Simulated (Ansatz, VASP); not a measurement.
## One calculation of NaH6Rh, two programs

```
Na H Rh
1.0
     3.99128    0.00000    0.00000
     0.00000    3.99128    0.00000
     0.00000    0.00000    3.99128
Na H Rh
1 6 1
Direct
  0.50000 0.50000 0.50000
  0.00000 0.50000 0.88741
  0.50000 0.11259 0.00000
  0.88741 0.00000 0.50000
  0.00000 0.50000 0.11259
  0.50000 0.88741 0.00000
  0.11259 0.00000 0.50000
  0.00000 0.00000 0.00000
```

Change from the starting cell: species swapped into the Nb6AlGe type (Pm-3, No. 200).

Alike in both runs: functional PBE; k mesh 4 × 4 × 4; occupations gaussian, width 0.1 eV; no spin polarisation.

Ansatz relaxed the structure, and its values are those at the end. VASP's run is a single point on that final structure, the one shown.

```csv
,VASP,Ansatz
version,VASP 6.6.1,Ansatz 0.2.0
potentials or method,"VASP PAW PBE potentials, release 64 (Na_pv, H, Rh_pv), cutoff 520 eV","scalar-relativistic, plane waves, PAW"
valence electrons in the cell,28,32
```

```csv
,VASP,Ansatz,Ansatz less VASP
gap on the k mesh at the Fermi level (eV),none,none,-
pressure (GPa),-0.3,-0.1,+0.15
```

A gap of «none» marks a metal or a gap that the smearing closes. VASP's potentials hold 28 valence electrons a cell and Ansatz's 32, so a difference there can come from the potentials and not from the codes.

The k mesh is coarse, so the values compare programs but aren't converged.
